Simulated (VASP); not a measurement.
Wanted: the native input for a VASP 6.6.1 run.

| Item | Value |
| --- | --- |
| Task | single point |
| Functional | revPBE |
| Dispersion | D4 |
| Potentials or basis | VASP PAW PBE potentials, release 64 (Ni) |
| Cutoff | 520 eV |
| k mesh | 13 × 13 × 13 |
| Occupations | fermi-dirac, width 0.05 eV |
| Spin | collinear spin, ferromagnetic start |
| Starting moments | [1.0] μB |
| Dipole correction | no |
| Further INCAR settings | ALGO = Normal; EDIFF = 1e-06; NBANDS = 15 |

The structure of Ni lies in POSCAR:

```
Ni
1.0
    0.0000000000      1.7380319954      1.7380319954
    1.7380319954      0.0000000000      1.7380319954
    1.7380319954      1.7380319954      0.0000000000
Ni
1
Direct
    0.0000000000      0.0000000000      0.0000000000
```

One way to write it, as run:

INCAR

```
SYSTEM = Ni
ALGO     = Normal         ! electronic algorithm
EDIFF    = 1E-6           ! SCF threshold, eV
ENCUT    = 520            ! plane-wave cutoff, eV
GGA      = RE             ! functional
ISIF     = 2              ! what is computed and relaxed
ISMEAR   = -1             ! smearing method
ISPIN    = 2              ! spin polarisation
IVDW     = 13             ! dispersion correction
LASPH    = .True.         ! aspherical terms in the spheres
LCHARG   = .True.         ! write CHGCAR
LELF     = .True.         ! ELF
LMAXMIX  = 4              ! l up to which the mixer works
LORBIT   = 11             ! projections on sites
LREAL    = .False.        ! projectors in reciprocal space
LVHAR    = .True.       
LWAVE    = .False.        ! write WAVECAR
MAGMOM   = 1              ! initial moments
NBANDS   = 15             ! bands
NELM     = 150            ! most SCF steps
PREC     = Accurate       ! precision mode
SIGMA    = 0.05           ! smearing width, eV
```

KPOINTS

```
k-points
0
Gamma
  13 13 13
  0 0 0
```

Potentials or basis: VASP PAW PBE potentials, release 64 (Ni).

The run is started by

```console
$ cat potpaw_PBE.64/Ni/POTCAR > POTCAR
$ mpirun -np 1 vasp_std > vasp.out
```

It gave:

```json
{
  "Pressure": "0.0 GPa",
  "Net moment": "0.62 μB per cell",
  "Site moments": "Ni +0.63 μB",
  "Valence electrons inside the program's atomic spheres": "Ni 9.37",
  "Dispersion energy per atom": "-0.816 eV"
}
```

Caveat: the PAW data sets were made with another functional, which shifts forces and pressure a little.

Run time: 12 s on 1 thread of Intel(R) Xeon(R) 6975P-C (Granite Rapids), with other jobs on the host, peak memory 0.13 GiB.
